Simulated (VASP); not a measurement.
# Cd3HgTe4 (P-43m) in VASP: single point with r2SCAN

Aim: the single point of Cd3HgTe4 with r2SCAN.

All numbers are computed with VASP 6.6.1; they aren't measurements. Logs are shortened: lines on timing, memory, paths and dates and some standing lists are left out, and cuts for length are marked.

### Step 1. The cell of the first run

The structure is cubic, space group P-43m (No. 215). The conventional cell has a = 6.629 Å, b = 6.629 Å, c = 6.629 Å, α = 90.00°, β = 90.00°, γ = 90.00°. Within 3.8 Å of Cd (site symmetry -42m) lie 4 Te at 2.87 Å. Within 3.8 Å of Hg (site symmetry -43m) lie 4 Te at 2.88 Å. Te (site symmetry 3m) has 3 Cd at 2.87 Å and 1 Hg at 2.88 Å within 3.8 Å.

### Step 2. Single point, r2SCAN

The input, POSCAR:

```
Cd3HgTe4
1.0
    6.6293392000      0.0000000000      0.0000000000
    0.0000000000      6.6293392000      0.0000000000
    0.0000000000      0.0000000000      6.6293392000
Cd Hg Te
3 1 4
Direct
    0.0000000000      0.5000000000      0.5000000000
    0.5000000000      0.0000000000      0.5000000000
    0.5000000000      0.5000000000      0.0000000000
    0.0000000000      0.0000000000      0.0000000000
    0.7490520000      0.7490520000      0.2509480000
    0.7490520000      0.2509480000      0.7490520000
    0.2509480000      0.7490520000      0.7490520000
    0.2509480000      0.2509480000      0.2509480000
```

The input, INCAR.step1:

```
PREC     = Accurate       # precision mode
ENCUT    = 520            # plane-wave cutoff, eV
ISMEAR   = 0              # smearing method
SIGMA    = 0.01           # smearing width, eV
LREAL    = False          # projectors in reciprocal space
LASPH    = True           # aspherical terms in the spheres
NELM     = 80             # most SCF steps
NBANDS   = 46             # bands
GGA      = PE             # functional
ALGO     = Normal         # electronic algorithm
EDIFF    = 1E-4           # SCF threshold, eV
LWAVE    = True           # write WAVECAR
LCHARG   = False          # write CHGCAR
```

The input, INCAR.step2:

```
PREC     = Accurate       # precision mode
ENCUT    = 520            # plane-wave cutoff, eV
EDIFF    = 1E-6           # SCF threshold, eV
ISMEAR   = 0              # smearing method
SIGMA    = 0.01           # smearing width, eV
LREAL    = False          # projectors in reciprocal space
LASPH    = True           # aspherical terms in the spheres
NELM     = 80             # most SCF steps
ALGO     = Normal         # electronic algorithm
ISIF     = 2              # what is computed and relaxed
LWAVE    = False          # write WAVECAR
LCHARG   = True           # write CHGCAR
METAGGA  = R2SCAN         # meta-GGA
LMIXTAU  = True         
LELF     = True           # ELF
LVHAR    = True         
NBANDS   = 46             # bands
ISTART   = 1
```

The input, KPOINTS:

```
Automatic mesh
0
Gamma
  6 6 6
```

Potentials or basis: VASP PAW PBE potentials, release 64 (Cd, Hg, Te).

On the command line:

```console
$ cat potpaw_PBE.64/Cd/POTCAR potpaw_PBE.64/Hg/POTCAR potpaw_PBE.64/Te/POTCAR > POTCAR
$ cp INCAR.step1 INCAR
$ mpirun -np 1 vasp_std > vasp.out
$ cp INCAR.step2 INCAR
$ mpirun -np 1 vasp_std > vasp.out
```

OUTCAR:

```text
PREC = Accurate
   ENCUT = 520
   EDIFF = 1E-6
   ISMEAR = 0
   LREAL = False
   LASPH = True
   NELM = 80
   ISIF = 2
   METAGGA = R2SCAN
   ISTART = 1

 ion  position               nearest neighbor table
   1  0.000  0.500  0.500-   5 2.87   6 2.87   7 2.87   8 2.87
   2  0.500  0.000  0.500-   5 2.87   6 2.87   7 2.87   8 2.87
   3  0.500  0.500  0.000-   5 2.87   6 2.87   7 2.87   8 2.87
   4  0.000  0.000  0.000-   5 2.88   6 2.88   7 2.88   8 2.88
   5  0.749  0.749  0.251-   1 2.87   2 2.87   3 2.87   4 2.88
   6  0.749  0.251  0.749-   1 2.87   2 2.87   3 2.87   4 2.88
   7  0.251  0.749  0.749-   1 2.87   2 2.87   3 2.87   4 2.88
   8  0.251  0.251  0.251-   1 2.87   2 2.87   3 2.87   4 2.88

  LATTYP: Found a simple cubic cell.
 ALAT       =     6.6293392000

  Lattice vectors:

 A1 = (   6.6293392000,   0.0000000000,   0.0000000000)
 A2 = (   0.0000000000,   6.6293392000,   0.0000000000)
 A3 = (   0.0000000000,   0.0000000000,   6.6293392000)

Analysis of symmetry for initial positions (statically):
=====================================================================
 Subroutine PRICEL returns:
 Original cell was already a primitive cell.

 Routine SETGRP: Setting up the symmetry group for a
 simple cubic supercell.

 Subroutine GETGRP returns: Found 24 space group operations
 (whereof 24 operations were pure point group operations)
 out of a pool of 48 trial point group operations.

The static configuration has the point symmetry T_d .

Analysis of symmetry for dynamics (positions and initial velocities):
=====================================================================
 Subroutine PRICEL returns:
 Original cell was already a primitive cell.

 Routine SETGRP: Setting up the symmetry group for a
 simple cubic supercell.

 Subroutine GETGRP returns: Found 24 space group operations
 (whereof 24 operations were pure point group operations)
 out of a pool of 48 trial point group operations.

The dynamic configuration has the point symmetry T_d .

 Subroutine INISYM returns: Found 24 space group operations
 (whereof 24 operations are pure point group operations),
 and found     1 'primitive' translations

----------------------------------------------------------------------------------------

                                     Primitive cell

  volume of cell :     291.3471

  direct lattice vectors                    reciprocal lattice vectors
     6.629339200  0.000000000  0.000000000     0.150844597  0.000000000  0.000000000
     0.000000000  6.629339200  0.000000000     0.000000000  0.150844597  0.000000000
     0.000000000  0.000000000  6.629339200     0.000000000  0.000000000  0.150844597

  length of vectors
     6.629339200  6.629339200  6.629339200     0.150844597  0.150844597  0.150844597

  position of ions in fractional coordinates (direct lattice)
     0.000000000  0.500000000  0.500000000
     0.500000000  0.000000000  0.500000000
     0.500000000  0.500000000  0.000000000
     0.000000000  0.000000000  0.000000000
     0.749052000  0.749052000  0.250948000
     0.749052000  0.250948000  0.749052000
     0.250948000  0.749052000  0.749052000
     0.250948000  0.250948000  0.250948000

  ion indices of the primitive-cell ions
   primitive index   ion index
                 1           1
                 2           2
                 3           3
                 4           4
                 5           5
                 6           6
                 7           7
                 8           8

----------------------------------------------------------------------------------------

 KPOINTS: Automatic mesh

Automatic generation of k-mesh.
 Grid dimensions read from file:
 generate k-points for:    6    6    6

 Generating k-lattice:

  Cartesian coordinates                     Fractional coordinates (reciprocal lattice)
     0.025140766  0.000000000  0.000000000     0.166666667  0.000000000  0.000000000
     0.000000000  0.025140766  0.000000000     0.000000000  0.166666667  0.000000000
     0.000000000  0.000000000  0.025140766     0.000000000  0.000000000  0.166666667

  Length of vectors
     0.025140766  0.025140766  0.025140766

  Shift w.r.t. Gamma in fractional coordinates (k-lattice)
     0.000000000  0.000000000  0.000000000

 Subroutine IBZKPT returns following result:
 ===========================================

 Found     20 irreducible k-points:

 Following reciprocal coordinates:
            Coordinates               Weight
  0.000000  0.000000  0.000000      1.000000
  0.166667  0.000000  0.000000      6.000000
  0.333333  0.000000  0.000000      6.000000
  0.500000  0.000000  0.000000      3.000000
  0.166667  0.166667  0.000000     12.000000
  0.333333  0.166667  0.000000     24.000000
[... 12 lines left out ...]
  0.500000  0.500000  0.333333      6.000000
  0.500000  0.500000  0.500000      1.000000
   k-points           NKPTS =     20   k-points in BZ     NKDIM =     20   number of bands    NBANDS=     46
   number of dos      NEDOS =    301   number of ions     NIONS =      8
   total plane-waves  NPLWV = 125000
   dimension x,y,z NGX =    50 NGY =   50 NGZ =   50
   dimension x,y,z NGXF=   100 NGYF=  100 NGZF=  100
   ions per type =               3   1   4
   NGX,Y,Z   is equivalent  to a cutoff of  12.54, 12.54, 12.54 a.u.
   NGXF,Y,Z  is equivalent  to a cutoff of  25.08, 25.08, 25.08 a.u.
 SYSTEM =  unknown system
   PREC   = accura    normal or accurate (medium, high low for compatibility)
   ISTART =      1    job   : 0-new  1-cont  2-samecut
   ICHARG =      0    charge: 1-file 2-atom 10-const
   ISPIN  =      1    spin polarized calculation?
   LNONCOLLINEAR =      F non collinear calculations
   LSORBIT =      F    spin-orbit coupling
   LASPH  =      T    aspherical Exc in radial PAW
   ENCUT  =  520.0 eV  38.22 Ry    6.18 a.u.  12.33 12.33 12.33*2*pi/ulx,y,z
   NELM   =     80;   NELMIN=  2; NELMDL=  0     # of ELM steps
   EDIFF  = 0.1E-05   stopping-criterion for ELM
   LREAL  =      F    real-space projection
   EDIFFG = 0.1E-04   stopping-criterion for IOM
   NSW    =      0    number of steps for IOM
   IBRION =     -1    ionic relax: 0-MD 1-quasi-New 2-CG
   NFREE  =      0    steps in history (QN), initial steepest desc. (CG)
   ISIF   =      2    stress and relaxation
   ISYM   =      2    0-nonsym 1-usesym 2-fastsym
   POTIM  = 0.5000    time-step for ionic-motion
   TEBEG  =    0.0;   TEEND  =   0.0 temperature during run
   PSTRESS=    0.0 pullay stress
   NELECT =      72.0000    total number of electrons
   NUPDOWN=      -1.0000    fix difference up-down
   EMIN   =  10.00;   EMAX   =-10.00  energy-range for DOS
   EFERMI =   0.00;   METHOD = LEGACY
   ISMEAR =     0;   SIGMA  =   0.01  broadening in eV -4-tet -1-fermi 0-gaus
   EFERMI_NEDOS =   21; number of points for ismear=-14 and -15
   IALGO  =     38    algorithm
   IMIX   =      4    mixing-type and parameters
     AMIX     =   0.40;   BMIX     =  1.00
     AMIX_MAG =   1.60;   BMIX_MAG =  1.00
  volume/ion in A,a.u.               =      36.42       245.76
  Fermi-wavevector in a.u.,A,eV,Ry     =   1.027343  1.941397 14.360044  1.055433
  Thomas-Fermi vector in A             =   2.161283
   LORBIT       =      0    0 simple, 1 ext, 2 COOP (PROOUT), +10 PAW based schemes
   METAGGA = R2SCAN    functional components
   LHFCALC =     F    Hartree Fock is set to
   AEXX    =    0.0000 exact exchange contribution
   IVDW    =     0    specifies the selected vdW correction
   LEPSILON=     F    determine dielectric tensor
   LRPA    =     F    only Hartree local field effects (RPA)
 non-spin polarized calculation
 Gauss-broadening in eV      SIGMA  =   0.01
  energy-cutoff  :      520.00
  volume of cell :      291.35
 maximum number of plane-waves:      7881
 NGX is ok and might be reduce to    50
   NGX = 25   NGY = 25   NGZ = 25

 number of electron      72.0000023 magnetization

 Free energy of the ion-electron system (eV)
  ---------------------------------------------------
  ext. energy  EPLUGINS =         0.00000000
  ---------------------------------------------------
  free energy    TOTEN  =      -215.04749914 eV

  energy without entropy =     -215.04749914  energy(sigma->0) =     -215.04749914

 E-fermi :   1.7462     XC(G=0):  -8.8333

 val. band max:        1.6494657510   @ k =   0.0000   0.0000   0.0000
 cond. band min:       2.2395847603   @ k =   0.0000   0.0000   0.0000
 fundamental gap:      0.5901190094
 Fermi energy:         1.7462399822

 k-point     1 :       0.0000    0.0000    0.0000
  band No.  band energies     occupation
      1      -9.6786      2.00000
      2      -9.1682      2.00000
      3      -9.1682      2.00000
      4      -9.1682      2.00000
      5      -6.7714      2.00000
      6      -6.7714      2.00000
[... 38 lines left out ...]
     45       6.6317      0.00000
     46       6.6317      0.00000

 k-point     2 :       0.1667    0.0000    0.0000
  band No.  band energies     occupation
      1      -9.6447      2.00000
      2      -9.2010      2.00000
      3      -9.1685      2.00000
      4      -9.1685      2.00000
      5      -6.7672      2.00000
      6      -6.7672      2.00000
[... 38 lines left out ...]
     45       6.8807      0.00000
     46       6.8807      0.00000

 k-point     3 :       0.3333    0.0000    0.0000
  band No.  band energies     occupation
      1      -9.5521      2.00000
      2      -9.2913      2.00000
      3      -9.1691      2.00000
      4      -9.1691      2.00000
      5      -6.7556      2.00000
      6      -6.7556      2.00000
[... 822 lines left out ...]
     45       7.2756      0.00000
     46       7.3349      0.00000

 k-point    20 :       0.5000    0.5000    0.5000
  band No.  band energies     occupation
      1      -9.3341      2.00000
      2      -9.2750      2.00000
      3      -9.2750      2.00000
      4      -9.2750      2.00000
      5      -6.7573      2.00000
      6      -6.7573      2.00000
[... 38 lines left out ...]
     45       7.2190      0.00000
     46       7.2190      0.00000

------------------------ aborting loop because EDIFF is reached ----------------------------------------

  FORCE on cell =-STRESS in cart. coord.  units (eV):
  Direction    XX          YY          ZZ          XY          YZ          ZX
  --------------------------------------------------------------------------------------
  -------------------------------------------------------------------------------------
  Total       -1.9610267     -1.9610267     -1.9610267     -0.0000000     -0.0000000     -0.0000000
  in kB      -10.7840864    -10.7840864    -10.7840864     -0.0000000     -0.0000000     -0.0000000
  external PRESSURE =     -10.7840864 kB  Pullay stress =       0.0000000 kB

 VOLUME and BASIS-vectors are now :
 -----------------------------------------------------------------------------
  energy-cutoff  :      520.00
  volume of cell :      291.35
      direct lattice vectors                 reciprocal lattice vectors
     6.629339200  0.000000000  0.000000000     0.150844597  0.000000000  0.000000000
     0.000000000  6.629339200  0.000000000     0.000000000  0.150844597  0.000000000
     0.000000000  0.000000000  6.629339200     0.000000000  0.000000000  0.150844597

 POSITION                                       TOTAL-FORCE (eV/Angst)
 -----------------------------------------------------------------------------------
      0.00000      3.31467      3.31467        -0.000000      0.000000     -0.000000
      3.31467      0.00000      3.31467        -0.000000      0.000000     -0.000000
      3.31467      3.31467      0.00000        -0.000000      0.000000     -0.000000
      0.00000      0.00000      0.00000        -0.000000      0.000000      0.000000
      4.96572      4.96572      1.66362         0.011725      0.011725     -0.011725
      4.96572      1.66362      4.96572         0.011725     -0.011725      0.011725
      1.66362      4.96572      4.96572        -0.011725      0.011725      0.011725
      1.66362      1.66362      1.66362        -0.011725     -0.011725     -0.011725
 -----------------------------------------------------------------------------------
    total drift:                               -0.000000     -0.000000     -0.000000

  FREE ENERGIE OF THE ION-ELECTRON SYSTEM (eV)
  ---------------------------------------------------
  free  energy   TOTEN  =      -215.0474991413 eV

  energy  without entropy=     -215.0474991413  energy(sigma->0) =     -215.04749914
```

Run time: 23 min. Hardware: 1 thread of Oxide Virtual Turin-like, shared host; peak memory 0.49 GiB.

What came out:

- Free energy: -215.0475 eV
- Pressure: -1.1 GPa
- Largest force: 0.020 eV/Å
- Band gap on the k mesh: 0.59 eV

Forces on the atoms (eV/Å):
```
Cd   0.000  0.000  0.000
Cd   0.000  0.000  0.000
Cd   0.000  0.000  0.000
Hg   0.000  0.000  0.000
Te   0.012  0.012 -0.012
Te   0.012 -0.012  0.012
Te  -0.012  0.012  0.012
Te  -0.012 -0.012 -0.012
```

Levels at points of the mesh, in eV from the valence-band top:
```tsv
k point	band 32	band 33	band 34	band 35	band 36	band 37	band 38	band 39	band 40	band 41
(0.00, 0.00, 0.00)	-1.74	-1.74	0.00	0.00	0.00	0.59	2.35	3.00	3.00	3.00
(0.50, 0.00, 0.00)	-2.07	-1.08	-1.08	-0.95	-0.95	2.53	3.08	3.64	3.68	4.08
(0.50, 0.50, 0.00)	-1.94	-0.86	-0.77	-0.71	-0.71	2.51	3.30	3.30	3.38	5.44
(0.50, 0.50, 0.50)	-0.78	-0.78	-0.64	-0.64	-0.64	1.16	2.08	2.08	2.08	5.50
```

Caveat: the PAW data sets were made with another functional, which shifts forces and pressure a little; spin-orbit coupling is left out, which moves the levels of the heavy elements.
